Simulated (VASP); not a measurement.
# La3B2 (Pm-3m) in VASP: notebook

Runs on La3B2. Level: PBE. Tasks: single point, relaxation of cell and atoms.

Everything below comes from runs of VASP 6.6.1. Logs are shortened: lines on timing, memory, paths and dates and some standing lists are left out, and cuts for length are marked.

### 1 The cell of the first run

The structure is cubic, space group Pm-3m (No. 221). Conventional cell: a = 5.153 Å, b = 5.153 Å, c = 5.153 Å, α = 90.00°, β = 90.00°, γ = 90.00°. La (site symmetry 4/mmm) has 2 B at 2.58 Å within 3.4 Å. Within 3.4 Å of B (site symmetry m-3m) lie 6 La at 2.58 Å. B (site symmetry m-3m) has 12 La at 3.64 Å and 8 B at 4.46 Å within 4.8 Å.

### 2 Single point, PBE

INCAR

```
SYSTEM = La3B2
PREC = Accurate
ENCUT = 520
EDIFF = 1E-7
ISMEAR = 0
SIGMA = 0.1
LREAL = .False.
LASPH = .True.
NELM = 100
ALGO = Normal
ISIF = 2
LWAVE = .False.
LCHARG = .True.
GGA = PE
LELF = .True.
LVHAR = .True.
NBANDS = 28
```

KPOINTS

```
regular mesh
0
Gamma
  8 8 8
  0 0 0
```

POSCAR

```
La3B2
1.0
    5.1533609109      0.0000000000      0.0000000000
    0.0000000000      5.1533609109      0.0000000000
    0.0000000000      0.0000000000      5.1533609109
La B
3 2
Direct
    0.0000000000      0.5000000000      0.5000000000
    0.5000000000      0.0000000000      0.5000000000
    0.5000000000      0.5000000000      0.0000000000
    0.5000000000      0.5000000000      0.5000000000
    0.0000000000      0.0000000000      0.0000000000
```

Potentials or basis: VASP PAW PBE potentials, release 64 (La, B).

The run is started by

```bash
$ cat potpaw_PBE.64/La/POTCAR potpaw_PBE.64/B/POTCAR > POTCAR
$ mpirun -np 1 vasp_std > vasp.out
```

OUTCAR:

```text
SYSTEM = La3B2
   PREC = Accurate
   ENCUT = 520
   EDIFF = 1E-7
   ISMEAR = 0
   LREAL = .False.
   LASPH = .True.
   NELM = 100
   ISIF = 2
   GGA = PE

 ion  position               nearest neighbor table
   1  0.000  0.500  0.500-   4 2.58   4 2.58   2 3.64   3 3.64   2 3.64   2 3.64   3 3.64   3 3.64
                             3 3.64   2 3.64
   2  0.500  0.000  0.500-   4 2.58   4 2.58   1 3.64   3 3.64   1 3.64   3 3.64   3 3.64   3 3.64
                             1 3.64   1 3.64
   3  0.500  0.500  0.000-   4 2.58   4 2.58   1 3.64   1 3.64   2 3.64   2 3.64   2 3.64   2 3.64
                             1 3.64   1 3.64
   4  0.500  0.500  0.500-   1 2.58   2 2.58   3 2.58   3 2.58   2 2.58   1 2.58
   5  0.000  0.000  0.000-

  LATTYP: Found a simple cubic cell.
 ALAT       =     5.1533609109

  Lattice vectors:

 A1 = (   5.1533609109,   0.0000000000,   0.0000000000)
 A2 = (   0.0000000000,   5.1533609109,   0.0000000000)
 A3 = (   0.0000000000,   0.0000000000,   5.1533609109)

Analysis of symmetry for initial positions (statically):
=====================================================================
 Subroutine PRICEL returns:
 Original cell was already a primitive cell.

 Routine SETGRP: Setting up the symmetry group for a
 simple cubic supercell.

 Subroutine GETGRP returns: Found 48 space group operations
 (whereof 48 operations were pure point group operations)
 out of a pool of 48 trial point group operations.

The static configuration has the point symmetry O_h .

Analysis of symmetry for dynamics (positions and initial velocities):
=====================================================================
 Subroutine PRICEL returns:
 Original cell was already a primitive cell.

 Routine SETGRP: Setting up the symmetry group for a
 simple cubic supercell.

 Subroutine GETGRP returns: Found 48 space group operations
 (whereof 48 operations were pure point group operations)
 out of a pool of 48 trial point group operations.

The dynamic configuration has the point symmetry O_h .

 Subroutine INISYM returns: Found 48 space group operations
 (whereof 48 operations are pure point group operations),
 and found     1 'primitive' translations

----------------------------------------------------------------------------------------

                                     Primitive cell

  volume of cell :     136.8585

  direct lattice vectors                    reciprocal lattice vectors
     5.153360911  0.000000000  0.000000000     0.194048121  0.000000000  0.000000000
     0.000000000  5.153360911  0.000000000     0.000000000  0.194048121  0.000000000
     0.000000000  0.000000000  5.153360911     0.000000000  0.000000000  0.194048121

  length of vectors
     5.153360911  5.153360911  5.153360911     0.194048121  0.194048121  0.194048121

  position of ions in fractional coordinates (direct lattice)
     0.000000000  0.500000000  0.500000000
     0.500000000  0.000000000  0.500000000
     0.500000000  0.500000000  0.000000000
     0.500000000  0.500000000  0.500000000
     0.000000000  0.000000000  0.000000000

  ion indices of the primitive-cell ions
   primitive index   ion index
                 1           1
                 2           2
                 3           3
                 4           4
                 5           5

----------------------------------------------------------------------------------------

 KPOINTS: regular mesh

Automatic generation of k-mesh.
 Grid dimensions read from file:
 generate k-points for:    8    8    8

 Generating k-lattice:

  Cartesian coordinates                     Fractional coordinates (reciprocal lattice)
     0.024256015  0.000000000  0.000000000     0.125000000  0.000000000  0.000000000
     0.000000000  0.024256015  0.000000000     0.000000000  0.125000000  0.000000000
     0.000000000  0.000000000  0.024256015     0.000000000  0.000000000  0.125000000

  Length of vectors
     0.024256015  0.024256015  0.024256015

  Shift w.r.t. Gamma in fractional coordinates (k-lattice)
     0.000000000  0.000000000  0.000000000

 Subroutine IBZKPT returns following result:
 ===========================================

 Found     35 irreducible k-points:

 Following reciprocal coordinates:
            Coordinates               Weight
  0.000000  0.000000  0.000000      1.000000
  0.125000  0.000000  0.000000      6.000000
  0.250000  0.000000  0.000000      6.000000
  0.375000  0.000000  0.000000      6.000000
  0.500000  0.000000  0.000000      3.000000
  0.125000  0.125000  0.000000     12.000000
[... 16 lines left out ...]
  0.375000  0.375000  0.125000     24.000000
  0.500000  0.375000  0.125000     24.000000
 [... further k-points ...]
   k-points           NKPTS =     35   k-points in BZ     NKDIM =     35   number of bands    NBANDS=     28
   number of dos      NEDOS =    301   number of ions     NIONS =      5
   total plane-waves  NPLWV =  64000
   dimension x,y,z NGX =    40 NGY =   40 NGZ =   40
   dimension x,y,z NGXF=    80 NGYF=   80 NGZF=   80
   ions per type =               3   2
   NGX,Y,Z   is equivalent  to a cutoff of  12.90, 12.90, 12.90 a.u.
   NGXF,Y,Z  is equivalent  to a cutoff of  25.81, 25.81, 25.81 a.u.
 SYSTEM =  La3B2
   PREC   = accura    normal or accurate (medium, high low for compatibility)
   ISTART =      0    job   : 0-new  1-cont  2-samecut
   ICHARG =      2    charge: 1-file 2-atom 10-const
   ISPIN  =      1    spin polarized calculation?
   LNONCOLLINEAR =      F non collinear calculations
   LSORBIT =      F    spin-orbit coupling
   LASPH  =      T    aspherical Exc in radial PAW
   ENCUT  =  520.0 eV  38.22 Ry    6.18 a.u.   9.58  9.58  9.58*2*pi/ulx,y,z
   NELM   =    100;   NELMIN=  2; NELMDL= -5     # of ELM steps
   EDIFF  = 0.1E-06   stopping-criterion for ELM
   LREAL  =      F    real-space projection
   EDIFFG = 0.1E-05   stopping-criterion for IOM
   NSW    =      0    number of steps for IOM
   IBRION =     -1    ionic relax: 0-MD 1-quasi-New 2-CG
   NFREE  =      0    steps in history (QN), initial steepest desc. (CG)
   ISIF   =      2    stress and relaxation
   ISYM   =      2    0-nonsym 1-usesym 2-fastsym
   POTIM  = 0.5000    time-step for ionic-motion
   TEBEG  =    0.0;   TEEND  =   0.0 temperature during run
   PSTRESS=    0.0 pullay stress
   NELECT =      39.0000    total number of electrons
   NUPDOWN=      -1.0000    fix difference up-down
   EMIN   =  10.00;   EMAX   =-10.00  energy-range for DOS
   EFERMI =   0.00;   METHOD = LEGACY
   ISMEAR =     0;   SIGMA  =   0.10  broadening in eV -4-tet -1-fermi 0-gaus
   EFERMI_NEDOS =   21; number of points for ismear=-14 and -15
   IALGO  =     38    algorithm
   IMIX   =      4    mixing-type and parameters
     AMIX     =   0.40;   BMIX     =  1.00
     AMIX_MAG =   1.60;   BMIX_MAG =  1.00
  volume/ion in A,a.u.               =      27.37       184.71
  Fermi-wavevector in a.u.,A,eV,Ry     =   1.077306  2.035813 15.790766  1.160589
  Thomas-Fermi vector in A             =   2.213214
   LORBIT       =      0    0 simple, 1 ext, 2 COOP (PROOUT), +10 PAW based schemes
   GGA     = PE    functional components
   LHFCALC =     F    Hartree Fock is set to
   AEXX    =    0.0000 exact exchange contribution
   IVDW    =     0    specifies the selected vdW correction
   LEPSILON=     F    determine dielectric tensor
   LRPA    =     F    only Hartree local field effects (RPA)
 non-spin polarized calculation
 Gauss-broadening in eV      SIGMA  =   0.10
  energy-cutoff  :      520.00
  volume of cell :      136.86
 maximum number of plane-waves:      3747
 NGX is ok and might be reduce to    40
   NGX = 19   NGY = 19   NGZ = 19

 number of electron      39.0000006 magnetization

 Free energy of the ion-electron system (eV)
  ---------------------------------------------------
  ext. energy  EPLUGINS =         0.00000000
  ---------------------------------------------------
  free energy    TOTEN  =       -24.92501832 eV

  energy without entropy =      -24.89401874  energy(sigma->0) =      -24.90951853

 E-fermi :   6.2893     XC(G=0):  -9.4543

 val. band max:        6.2819115910   @ k =   0.3750   0.3750   0.2500
 cond. band min:       6.2986824848   @ k =   0.2500   0.1250   0.1250
 fundamental gap:      0.0167708939
 Fermi energy:         6.2892844039

 k-point     1 :       0.0000    0.0000    0.0000
  band No.  band energies     occupation
      1     -26.1047      2.00000
      2     -25.8223      2.00000
      3     -25.8223      2.00000
      4     -10.4186      2.00000
      5     -10.4186      2.00000
      6     -10.4186      2.00000
[... 20 lines left out ...]
     27       8.3671      0.00000
     28       8.7133      0.00000

 k-point     2 :       0.1250    0.0000    0.0000
  band No.  band energies     occupation
      1     -26.0954      2.00000
      2     -25.8321      2.00000
      3     -25.8222      2.00000
      4     -10.3948      2.00000
      5     -10.3948      2.00000
      6     -10.3840      2.00000
[... 20 lines left out ...]
     27       8.4289      0.00000
     28       8.7069      0.00000

 k-point     3 :       0.2500    0.0000    0.0000
  band No.  band energies     occupation
      1     -26.0695      2.00000
      2     -25.8590      2.00000
      3     -25.8218      2.00000
      4     -10.3306      2.00000
      5     -10.3306      2.00000
      6     -10.2817      2.00000
[... 20 lines left out ...]
     27       8.6765      0.00000
     28       8.6797      0.00000

 k-point     4 :       0.3750    0.0000    0.0000
  band No.  band energies     occupation
      1     -26.0341      2.00000
      2     -25.8955      2.00000
      3     -25.8215      2.00000
      4     -10.2513      2.00000
      5     -10.2513      2.00000
      6     -10.1180      2.00000
[... 578 lines left out ...]
     27       8.5525      0.00000
     28       8.5797      0.00000

 k-point    23 :       0.3750    0.3750    0.1250
  band No.  band energies     occupation
      1     -25.9717      2.00000
      2     -25.9028      2.00000
      3     -25.8755      2.00000
      4     -10.6234      2.00000
      5     -10.1720      2.00000
      6      -9.9547      2.00000
[... 20 lines left out ...]
     27       8.5807      0.00000
     28       8.5984      0.00000

 k-point    24 :       0.5000    0.3750    0.1250
  band No.  band energies     occupation
      1     -25.9503      2.00000
      2     -25.9166      2.00000
      3     -25.8829      2.00000
      4     -10.6466      2.00000
      5     -10.2121      2.00000
      6      -9.9361      2.00000
[... 20 lines left out ...]
     27       8.5554      0.00000
     28       8.6109      0.00000

 [... further k-points ...]

------------------------ aborting loop because EDIFF is reached ----------------------------------------

  FORCE on cell =-STRESS in cart. coord.  units (eV):
  Direction    XX          YY          ZZ          XY          YZ          ZX
  --------------------------------------------------------------------------------------
  -------------------------------------------------------------------------------------
  Total       -0.0347534     -0.0347534     -0.0347534     -0.0000000     -0.0000000      0.0000000
  in kB       -0.4068516     -0.4068516     -0.4068516     -0.0000000     -0.0000000      0.0000000
  external PRESSURE =      -0.4068516 kB  Pullay stress =       0.0000000 kB

 VOLUME and BASIS-vectors are now :
 -----------------------------------------------------------------------------
  energy-cutoff  :      520.00
  volume of cell :      136.86
      direct lattice vectors                 reciprocal lattice vectors
     5.153360911  0.000000000  0.000000000     0.194048121  0.000000000  0.000000000
     0.000000000  5.153360911  0.000000000     0.000000000  0.194048121  0.000000000
     0.000000000  0.000000000  5.153360911     0.000000000  0.000000000  0.194048121

 POSITION                                       TOTAL-FORCE (eV/Angst)
 -----------------------------------------------------------------------------------
      0.00000      2.57668      2.57668         0.000000      0.000000      0.000000
      2.57668      0.00000      2.57668         0.000000      0.000000      0.000000
      2.57668      2.57668      0.00000         0.000000      0.000000      0.000000
      2.57668      2.57668      2.57668         0.000000      0.000000      0.000000
      0.00000      0.00000      0.00000         0.000000      0.000000      0.000000
 -----------------------------------------------------------------------------------
    total drift:                                0.000000     -0.000000     -0.000000

  FREE ENERGIE OF THE ION-ELECTRON SYSTEM (eV)
  ---------------------------------------------------
  free  energy   TOTEN  =       -24.9250183227 eV

  energy  without entropy=      -24.8940187410  energy(sigma->0) =      -24.90951853
```

It took 1.8 min on 1 thread of Intel Xeon 6975P-C (Granite Rapids), shared host; peak memory 0.31 GiB.

Results:

```yaml
Free_energy: -24.9250 eV
Pressure: 0.0 GPa
```

Caveat: spin-orbit coupling is left out, which moves the levels of the heavy elements.

### 3 Relaxation of cell and atoms, PBE

INCAR

```
SYSTEM = La3B2
PREC     = Accurate       ! precision mode
ENCUT    = 600            ! plane-wave cutoff, eV
EDIFF    = 1E-6           ! SCF threshold, eV
ISMEAR   = 0              ! smearing method
SIGMA    = 0.1            ! smearing width, eV
LREAL    = .False.        ! projectors in reciprocal space
LASPH    = .True.         ! aspherical terms in the spheres
NELM     = 100            ! most SCF steps
ALGO     = Normal         ! electronic algorithm
ISIF     = 3              ! what is computed and relaxed
LWAVE    = .False.        ! write WAVECAR
LCHARG   = .False.        ! write CHGCAR
GGA      = PE             ! functional
IBRION   = 2              ! ionic algorithm
NSW      = 100            ! ionic steps
EDIFFG   = -0.01          ! ionic threshold
```

KPOINTS

```
Automatic mesh
0
Gamma
  8 8 8
  0 0 0
```

POSCAR is that of step 2.

Potentials or basis: VASP PAW PBE potentials, release 64 (La, B).

The run is started by

```bash
$ cat potpaw_PBE.64/La/POTCAR potpaw_PBE.64/B/POTCAR > POTCAR
$ mpirun -np 1 vasp_std > vasp.out
```

Wall time 2 min (1 thread of Intel Xeon 6975P-C (Granite Rapids), shared host); peak memory 0.33 GiB.

It converged, with:

| Quantity | Value |
| --- | --- |
| Free energy | -24.9278 eV |
| Pressure after relaxing | 0.0 GPa |

Final structure:
```
La B
1.0
     5.15336    0.00000    0.00000
     0.00000    5.15336    0.00000
     0.00000    0.00000    5.15336
La B
3 2
Direct
  0.00000 0.50000 0.50000
  0.50000 0.00000 0.50000
  0.50000 0.50000 0.00000
  0.50000 0.50000 0.50000
  0.00000 0.00000 0.00000
```

Levels at points of the mesh, in eV from the Fermi level:
```
           k point  band 15  band 16  band 17  band 18  band 19  band 20  band 21  band 22  band 23
(0.00, 0.00, 0.00)    -0.42    -0.42    -0.42    -0.26    -0.26     0.81     0.82     0.93     0.95
(0.50, 0.00, 0.00)    -1.68    -1.53    -0.27    -0.27    -0.14     0.38     0.38     1.13     1.67
(0.50, 0.50, 0.00)    -2.12    -2.12    -0.73    -0.64    -0.64    -0.20     1.40     1.40     1.81
(0.50, 0.50, 0.50)    -2.63    -2.63    -2.63     0.39     0.39     0.39     1.86     1.93     2.03
```

Caveat: the relaxation stopped at its first step, so nothing moved; spin-orbit coupling is left out, which moves the levels of the heavy elements.

### 4 Single point, PBE

INCAR

```
PREC = Accurate ; ENCUT = 520
EDIFF = 1E-6 ; ISMEAR = 0
SIGMA = 0.1 ; LREAL = F
LASPH = T ; NELM = 100
ALGO = Normal ; ISIF = 2
LWAVE = F ; LCHARG = T
GGA = PE ; LELF = T
LVHAR = T ; NBANDS = 28
```

KPOINTS

```
Automatic mesh
0
Gamma
  4 4 4
```

POSCAR is that of step 3.

The run is started by

```bash
$ cat potpaw_PBE.64/La/POTCAR potpaw_PBE.64/B/POTCAR > POTCAR
$ mpirun -np 1 vasp_std > vasp.out
```

Wall time 39 s (1 thread of Intel Xeon 6975P-C (Granite Rapids), shared host); peak memory 0.25 GiB.

The run converged. Its results:

| Property | Result |
| --- | --- |
| Free energy | -24.9998 eV |
| Pressure | 0.1 GPa |

Levels at points of the mesh, in eV from the Fermi level:
```csv
k point,band 17,band 18,band 19,band 20,band 21,band 22
"(0.00, 0.00, 0.00)",-0.49,-0.34,-0.34,0.74,0.74,0.74
"(0.50, 0.00, 0.00)",-0.34,-0.34,-0.21,0.35,0.35,1.06
"(0.50, 0.50, 0.00)",-0.80,-0.71,-0.71,-0.23,1.34,1.34
"(0.50, 0.50, 0.50)",-2.66,0.32,0.32,0.32,1.77,1.77
```

Caveat: spin-orbit coupling is left out, which moves the levels of the heavy elements.

[end of part 1 of 2]
